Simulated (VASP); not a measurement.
Set up this calculation in VASP 6.6.1, as the native input.

- Task: single point
- Functional: PBEsol
- Potentials or basis: VASP PAW PBE potentials, release 64 (Sr_sv, Ti_sv, O)
- Cutoff: 520 eV
- k mesh: 6 × 6 × 6
- Occupations: gaussian, width 0.02 eV
- Spin: no spin polarisation
- Dipole correction: no
- Further INCAR settings: ALGO = Normal; EDIFF = 1e-06; NBANDS = 28

The structure of SrTiO3 lies in POSCAR:

```
SrTiO3
1.0
    3.8911418677      0.0000000000      0.0000000000
    0.0000000000      3.8911418677      0.0000000000
    0.0000000000      0.0000000000      3.8911418677
Sr Ti O
1 1 3
Direct
    0.0000000000      0.0000000000      0.0000000000
    0.5000000000      0.5000000000      0.5000000000
    0.5000000000      0.0000000000      0.5000000000
    0.5000000000      0.5000000000      0.0000000000
    0.0000000000      0.5000000000      0.5000000000
```

One way to write it, as run:

INCAR

```
PREC = Accurate
ENCUT = 520
EDIFF = 1E-6
ISMEAR = 0
SIGMA = 0.02
LREAL = False
LASPH = True
NELM = 80
ALGO = Normal
ISIF = 2
LWAVE = False
LCHARG = False
GGA = PS
NBANDS = 28
```

KPOINTS

```
Automatic mesh
0
Gamma
  6 6 6
```

Potentials or basis: VASP PAW PBE potentials, release 64 (Sr_sv, Ti_sv, O).

Launch:

```bash
$ cat potpaw_PBE.64/Sr_sv/POTCAR potpaw_PBE.64/Ti_sv/POTCAR potpaw_PBE.64/O/POTCAR > POTCAR
$ mpirun -np 1 vasp_std > vasp.out
```

It gave:

```yaml
Pressure: 0.7 GPa
Band_gap_on_the_k_mesh: 1.82 eV (least direct gap 2.17 eV)
```

Caveat: the PAW data sets were made with another functional, which shifts forces and pressure a little.

Run time: 58 s on 1 thread of Intel Xeon 8259CL, on a shared host, peak memory 0.19 GiB.
